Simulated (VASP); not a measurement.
Runs of VASP 6.6.1 on CoBr. The structure is that of space group P6/mmm (No. 191), or close to it. The cells are those of the table. 

```csv
task,level,cell,cutoff (eV),gap on the mesh (eV),pressure (GPa),moment (μB),relaxed volume (Å³/atom)
relaxation of cell and atoms,RPBE,"relaxed from a = 3.498, b = 3.498, c = 4.502 Å, angles 90.0, 90.0, 120.0°, 2 atoms",600,none,0.0,2.03,28.67
relaxation of cell and atoms,PBEsol,"relaxed from a = 3.498, b = 3.498, c = 4.502 Å, angles 90.0, 90.0, 120.0°, 2 atoms",600,none,0.1,2.04,(a)
single point,PBEsol,"a = 3.326, b = 3.326, c = 4.434 Å, angles 90.0, 90.0, 120.0°, 2 atoms",520,none,0.2,2.04,-
single point,r2SCAN,"a = 3.449, b = 3.449, c = 4.496 Å, angles 90.0, 90.0, 120.0°, 2 atoms",520,none,-0.1,(b),-
single point,RPBE,"a = 3.835, b = 3.835, c = 4.543 Å, angles 90.0, 90.0, 120.0°, 2 atoms",520,none,0.1,2.03,-
```

Alike in all rows: potentials or basis VASP PAW PBE potentials, release 64 (Co, Br); spin collinear, ferromagnetic start; k mesh 9 × 9 × 6; smearing fermi-dirac 0.1 eV.

Problem. Fill in the values left out.

Solution. (a) 21.28; (b) 2.06.

Caveats: the PAW data sets were made with another functional, which shifts forces and pressure a little; semilocal functionals often make such compounds metallic where correlation or magnetic order opens a gap, which also shifts bond lengths; the volume moved by over 15 % at a fixed basis, so the end points are rough (at least some runs).

A k mesh can miss the band edges, and the runs leave out spin-orbit coupling on Br.

A gap of «none» marks levels without a gap at the run's occupations.
